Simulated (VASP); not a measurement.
Wanted: the native input for a VASP 6.6.1 run.

```
Task                   : single point
Functional             : PBE
Potentials or basis    : VASP PAW PBE potentials, release 64 (Ba_sv, Hf_pv, O)
Cutoff                 : 520 eV
k mesh                 : 6 × 6 × 4
Occupations            : gaussian, width 0.1 eV
Spin                   : no spin polarisation
Dipole correction      : no
Further INCAR settings : ALGO = Normal; EDIFF = 1e-06; NBANDS = 35
```

The structure of BaHf3O2 lies in POSCAR:

```
BaHf3O2
1.0
    6.4980699979     -0.0000000034      0.0000000000
   -3.2490349960      5.6274936954      0.0000000000
    0.0000000000      0.0000000000      2.9336750996
Ba Hf O
1 3 2
Direct
    0.0000000000      0.0000000000      0.9488782908
    0.5000000000      0.5000000000      0.4488996543
    0.5000000000      0.0000000000      0.4488996543
    0.0000000000      0.5000000000      0.4488996543
    0.6666666667      0.3333333333      0.9490298482
    0.3333333333      0.6666666667      0.9490298482
```

The input as run:

INCAR

```
  PREC = Accurate
  ENCUT = 520
  EDIFF = 1E-6
  ISMEAR = 0
  SIGMA = 0.1
  LREAL = False
  LASPH = True
  NELM = 80
  ALGO = Normal
  ISIF = 2
  LWAVE = False
  LCHARG = False
  GGA = PE
  NBANDS = 35
```

KPOINTS

```
Automatic mesh
0
Gamma
  6 6 4
```

Potentials or basis: VASP PAW PBE potentials, release 64 (Ba_sv, Hf_pv, O).

The run is started by

```console
$ cat potpaw_PBE.64/Ba_sv/POTCAR potpaw_PBE.64/Hf_pv/POTCAR potpaw_PBE.64/O/POTCAR > POTCAR
$ mpirun -np 1 vasp_std > vasp.out
```

Results of the run:

```
Pressure               : -0.2 GPa
Band gap on the k mesh : zero (band 26 reaches 6.34 eV, above the bottom of band 27 at 4.63 eV)
```

Caveat: the k points lie up to 0.54 Å⁻¹ apart; spin-orbit coupling is left out, which moves the levels of the heavy elements.

It took 30 s on 1 thread of Intel(R) Xeon(R) 6975P-C (Granite Rapids), on a shared host, peak memory 0.26 GiB.
